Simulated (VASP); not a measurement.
# GaAs (Pm-3m) in VASP: single point with LDA

Aim: the single point of GaAs with LDA.

All numbers are computed with VASP 6.6.1; they aren't measurements. Logs are shortened: lines on timing, memory, paths and dates and some standing lists are left out, and cuts for length are marked.

## Step 1: The cell of the first run

The structure is cubic, space group Pm-3m (No. 221). The conventional cell has a = 3.177 Å, b = 3.177 Å, c = 3.177 Å, α = 90.00°, β = 90.00°, γ = 90.00°. Within 3.6 Å of Ga (site symmetry m-3m) lie 8 As at 2.75 Å and 6 Ga at 3.18 Å. As (site symmetry m-3m) has 8 Ga at 2.75 Å and 6 As at 3.18 Å within 3.6 Å.

## Step 2: Single point, LDA

INCAR reads:

```
PREC = Accurate
ENCUT = 500
EDIFF = 1E-6
ISMEAR = 0
SIGMA = 0.05
LREAL = False
LASPH = True
NELM = 120
ALGO = Normal
ISIF = 2
LWAVE = False
LCHARG = False
GGA = CA
NBANDS = 16
GGA_COMPAT = False
```

KPOINTS reads:

```
regular mesh
0
Gamma
  6 6 6
```

POSCAR reads:

```
GaAs
1.0
    3.1765811811      0.0000000000      0.0000000000
    0.0000000000      3.1765811811      0.0000000000
    0.0000000000      0.0000000000      3.1765811811
Ga As
1 1
Direct
    0.0000000000      0.0000000000      0.0000000000
    0.5000000000      0.5000000000      0.5000000000
```

Potentials or basis: VASP PAW LDA potentials, release 64 (Ga_d, As).

The run is started by

```sh
cat potpaw_LDA.64/Ga_d/POTCAR potpaw_LDA.64/As/POTCAR > POTCAR
mpirun -np 1 vasp_std > vasp.out
```

OUTCAR:

```text
PREC = Accurate
   ENCUT = 500
   EDIFF = 1E-6
   ISMEAR = 0
   LREAL = False
   LASPH = True
   NELM = 120
   ISIF = 2
   GGA = CA

 ion  position               nearest neighbor table
   1  0.000  0.000  0.000-   2 2.75   2 2.75   2 2.75   2 2.75   2 2.75   2 2.75   2 2.75   2 2.75

   2  0.500  0.500  0.500-   1 2.75   1 2.75   1 2.75   1 2.75   1 2.75   1 2.75   1 2.75   1 2.75

  LATTYP: Found a simple cubic cell.
 ALAT       =     3.1765811811

  Lattice vectors:

 A1 = (   3.1765811811,   0.0000000000,   0.0000000000)
 A2 = (   0.0000000000,   3.1765811811,   0.0000000000)
 A3 = (   0.0000000000,   0.0000000000,   3.1765811811)

Analysis of symmetry for initial positions (statically):
=====================================================================
 Subroutine PRICEL returns:
 Original cell was already a primitive cell.

 Routine SETGRP: Setting up the symmetry group for a
 simple cubic supercell.

 Subroutine GETGRP returns: Found 48 space group operations
 (whereof 48 operations were pure point group operations)
 out of a pool of 48 trial point group operations.

The static configuration has the point symmetry O_h .

Analysis of symmetry for dynamics (positions and initial velocities):
=====================================================================
 Subroutine PRICEL returns:
 Original cell was already a primitive cell.

 Routine SETGRP: Setting up the symmetry group for a
 simple cubic supercell.

 Subroutine GETGRP returns: Found 48 space group operations
 (whereof 48 operations were pure point group operations)
 out of a pool of 48 trial point group operations.

The dynamic configuration has the point symmetry O_h .

 Subroutine INISYM returns: Found 48 space group operations
 (whereof 48 operations are pure point group operations),
 and found     1 'primitive' translations

----------------------------------------------------------------------------------------

                                     Primitive cell

  volume of cell :      32.0538

  direct lattice vectors                    reciprocal lattice vectors
     3.176581181  0.000000000  0.000000000     0.314803855  0.000000000  0.000000000
     0.000000000  3.176581181  0.000000000     0.000000000  0.314803855  0.000000000
     0.000000000  0.000000000  3.176581181     0.000000000  0.000000000  0.314803855

  length of vectors
     3.176581181  3.176581181  3.176581181     0.314803855  0.314803855  0.314803855

  position of ions in fractional coordinates (direct lattice)
     0.000000000  0.000000000  0.000000000
     0.500000000  0.500000000  0.500000000

  ion indices of the primitive-cell ions
   primitive index   ion index
                 1           1
                 2           2

----------------------------------------------------------------------------------------

 KPOINTS: regular mesh

Automatic generation of k-mesh.
 Grid dimensions read from file:
 generate k-points for:    6    6    6

 Generating k-lattice:

  Cartesian coordinates                     Fractional coordinates (reciprocal lattice)
     0.052467309  0.000000000  0.000000000     0.166666667  0.000000000  0.000000000
     0.000000000  0.052467309  0.000000000     0.000000000  0.166666667  0.000000000
     0.000000000  0.000000000  0.052467309     0.000000000  0.000000000  0.166666667

  Length of vectors
     0.052467309  0.052467309  0.052467309

  Shift w.r.t. Gamma in fractional coordinates (k-lattice)
     0.000000000  0.000000000  0.000000000

 Subroutine IBZKPT returns following result:
 ===========================================

 Found     20 irreducible k-points:

 Following reciprocal coordinates:
            Coordinates               Weight
  0.000000  0.000000  0.000000      1.000000
  0.166667  0.000000  0.000000      6.000000
  0.333333  0.000000  0.000000      6.000000
  0.500000  0.000000  0.000000      3.000000
  0.166667  0.166667  0.000000     12.000000
  0.333333  0.166667  0.000000     24.000000
[... 12 lines left out ...]
  0.500000  0.500000  0.333333      6.000000
  0.500000  0.500000  0.500000      1.000000
   k-points           NKPTS =     20   k-points in BZ     NKDIM =     20   number of bands    NBANDS=     16
   number of dos      NEDOS =    301   number of ions     NIONS =      2
   total plane-waves  NPLWV =  13824
   dimension x,y,z NGX =    24 NGY =   24 NGZ =   24
   dimension x,y,z NGXF=    48 NGYF=   48 NGZF=   48
   ions per type =               1   1
   NGX,Y,Z   is equivalent  to a cutoff of  12.56, 12.56, 12.56 a.u.
   NGXF,Y,Z  is equivalent  to a cutoff of  25.12, 25.12, 25.12 a.u.
 SYSTEM =  unknown system
   PREC   = accura    normal or accurate (medium, high low for compatibility)
   ISTART =      0    job   : 0-new  1-cont  2-samecut
   ICHARG =      2    charge: 1-file 2-atom 10-const
   ISPIN  =      1    spin polarized calculation?
   LNONCOLLINEAR =      F non collinear calculations
   LSORBIT =      F    spin-orbit coupling
   LASPH  =      T    aspherical Exc in radial PAW
   ENCUT  =  500.0 eV  36.75 Ry    6.06 a.u.   5.79  5.79  5.79*2*pi/ulx,y,z
   NELM   =    120;   NELMIN=  2; NELMDL= -5     # of ELM steps
   EDIFF  = 0.1E-05   stopping-criterion for ELM
   LREAL  =      F    real-space projection
   EDIFFG = 0.1E-04   stopping-criterion for IOM
   NSW    =      0    number of steps for IOM
   IBRION =     -1    ionic relax: 0-MD 1-quasi-New 2-CG
   NFREE  =      0    steps in history (QN), initial steepest desc. (CG)
   ISIF   =      2    stress and relaxation
   ISYM   =      2    0-nonsym 1-usesym 2-fastsym
   POTIM  = 0.5000    time-step for ionic-motion
   TEBEG  =    0.0;   TEEND  =   0.0 temperature during run
   PSTRESS=    0.0 pullay stress
   NELECT =      18.0000    total number of electrons
   NUPDOWN=      -1.0000    fix difference up-down
   EMIN   =  10.00;   EMAX   =-10.00  energy-range for DOS
   EFERMI =   0.00;   METHOD = LEGACY
   ISMEAR =     0;   SIGMA  =   0.05  broadening in eV -4-tet -1-fermi 0-gaus
   EFERMI_NEDOS =   21; number of points for ismear=-14 and -15
   IALGO  =     38    algorithm
   IMIX   =      4    mixing-type and parameters
     AMIX     =   0.40;   BMIX     =  1.00
     AMIX_MAG =   1.60;   BMIX_MAG =  1.00
  volume/ion in A,a.u.               =      16.03       108.15
  Fermi-wavevector in a.u.,A,eV,Ry     =   1.350638  2.552336 24.820070  1.824224
  Thomas-Fermi vector in A             =   2.478126
   LORBIT       =      0    0 simple, 1 ext, 2 COOP (PROOUT), +10 PAW based schemes
   GGA     = CA    functional components
   LHFCALC =     F    Hartree Fock is set to
   AEXX    =    0.0000 exact exchange contribution
   IVDW    =     0    specifies the selected vdW correction
   LEPSILON=     F    determine dielectric tensor
   LRPA    =     F    only Hartree local field effects (RPA)
 non-spin polarized calculation
 Gauss-broadening in eV      SIGMA  =   0.05
  energy-cutoff  :      500.00
  volume of cell :       32.05
 maximum number of plane-waves:       840
 NGX is ok and might be reduce to    24
   NGX = 11   NGY = 11   NGZ = 11

 number of electron      17.9999992 magnetization

 Free energy of the ion-electron system (eV)
  ---------------------------------------------------
  ext. energy  EPLUGINS =         0.00000000
  ---------------------------------------------------
  free energy    TOTEN  =        -8.54567938 eV

  energy without entropy =       -8.54298548  energy(sigma->0) =       -8.54433243

 E-fermi :   7.5652     XC(G=0): -11.9173

 val. band max:        7.5503297104   @ k =   0.5000   0.3333   0.3333
 cond. band min:       7.5885751030   @ k =   0.1667   0.1667   0.0000
 fundamental gap:      0.0382453926
 Fermi energy:         7.5651706764

 k-point     1 :       0.0000    0.0000    0.0000
  band No.  band energies     occupation
      1      -7.4001      2.00000
      2      -7.4001      2.00000
      3      -7.2603      2.00000
      4      -7.2413      2.00000
      5      -7.2413      2.00000
      6      -7.2413      2.00000
[... 8 lines left out ...]
     15      18.9792      0.00000
     16      23.7477      0.00000

 k-point     2 :       0.1667    0.0000    0.0000
  band No.  band energies     occupation
      1      -7.3960      2.00000
      2      -7.3713      2.00000
      3      -7.2593      2.00000
      4      -7.2593      2.00000
      5      -7.2400      2.00000
      6      -6.8774      2.00000
[... 8 lines left out ...]
     15      17.4242      0.00000
     16      22.0286      0.00000

 k-point     3 :       0.3333    0.0000    0.0000
  band No.  band energies     occupation
      1      -7.3879      2.00000
      2      -7.3158      2.00000
      3      -7.2947      2.00000
      4      -7.2947      2.00000
      5      -7.2373      2.00000
      6      -5.7999      2.00000
[... 8 lines left out ...]
     15      18.6612      0.00000
     16      20.7299      0.00000

 k-point     4 :       0.5000    0.0000    0.0000
  band No.  band energies     occupation
      1      -7.3839      2.00000
      2      -7.3122      2.00000
      3      -7.3122      2.00000
      4      -7.2880      2.00000
      5      -7.2360      2.00000
      6      -4.8041      2.00000
[... 8 lines left out ...]
     15      16.7717      0.00000
     16      25.3852      0.00000
[... 248 lines left out ...]
 k-point    18 :       0.5000    0.3333    0.3333
  band No.  band energies     occupation
      1      -7.4416      2.00000
      2      -7.3896      2.00000
      3      -7.3612      2.00000
      4      -7.2191      2.00000
      5      -7.1819      2.00000
      6      -2.1449      2.00000
[... 8 lines left out ...]
     15      24.3242      0.00000
     16      25.3432      0.00000

 k-point    19 :       0.5000    0.5000    0.3333
  band No.  band energies     occupation
      1      -7.4514      2.00000
      2      -7.3872      2.00000
      3      -7.3872      2.00000
      4      -7.1996      2.00000
      5      -7.1589      2.00000
      6      -1.5406      2.00000
[... 8 lines left out ...]
     15      27.0851      0.00000
     16      27.0851      0.00000

 k-point    20 :       0.5000    0.5000    0.5000
  band No.  band energies     occupation
      1      -7.4177      2.00000
      2      -7.4177      2.00000
      3      -7.4177      2.00000
      4      -7.1581      2.00000
      5      -7.1581      2.00000
      6      -1.1100      2.00000
[... 8 lines left out ...]
     15      30.2135      0.00000
     16      30.2169      0.00000

------------------------ aborting loop because EDIFF is reached ----------------------------------------

  FORCE on cell =-STRESS in cart. coord.  units (eV):
  Direction    XX          YY          ZZ          XY          YZ          ZX
  --------------------------------------------------------------------------------------
  -------------------------------------------------------------------------------------
  Total        1.8078010      1.8078010      1.8078010     -0.0000000     -0.0000000      0.0000000
  in kB       90.3610642     90.3610642     90.3610642     -0.0000000     -0.0000000      0.0000000
  external PRESSURE =      90.3610642 kB  Pullay stress =       0.0000000 kB

 VOLUME and BASIS-vectors are now :
 -----------------------------------------------------------------------------
  energy-cutoff  :      500.00
  volume of cell :       32.05
      direct lattice vectors                 reciprocal lattice vectors
     3.176581181  0.000000000  0.000000000     0.314803855  0.000000000  0.000000000
     0.000000000  3.176581181  0.000000000     0.000000000  0.314803855  0.000000000
     0.000000000  0.000000000  3.176581181     0.000000000  0.000000000  0.314803855

 POSITION                                       TOTAL-FORCE (eV/Angst)
 -----------------------------------------------------------------------------------
      0.00000      0.00000      0.00000         0.000000      0.000000      0.000000
      1.58829      1.58829      1.58829         0.000000      0.000000      0.000000
 -----------------------------------------------------------------------------------
    total drift:                                0.000000      0.000000      0.000000

  FREE ENERGIE OF THE ION-ELECTRON SYSTEM (eV)
  ---------------------------------------------------
  free  energy   TOTEN  =        -8.5456793763 eV

  energy  without entropy=       -8.5429854838  energy(sigma->0) =       -8.54433243
```

It took 10 s on 1 thread of Intel Xeon 8259CL, shared host; peak memory 0.13 GiB.

What came out:

```yaml
Free_energy: -8.5457 eV
Pressure: 9.0 GPa
Band_gap_on_the_k_mesh: zero (bands 9 and 10 overlap by 3.55 eV)
```

Caveat: the cell stands under pressure.
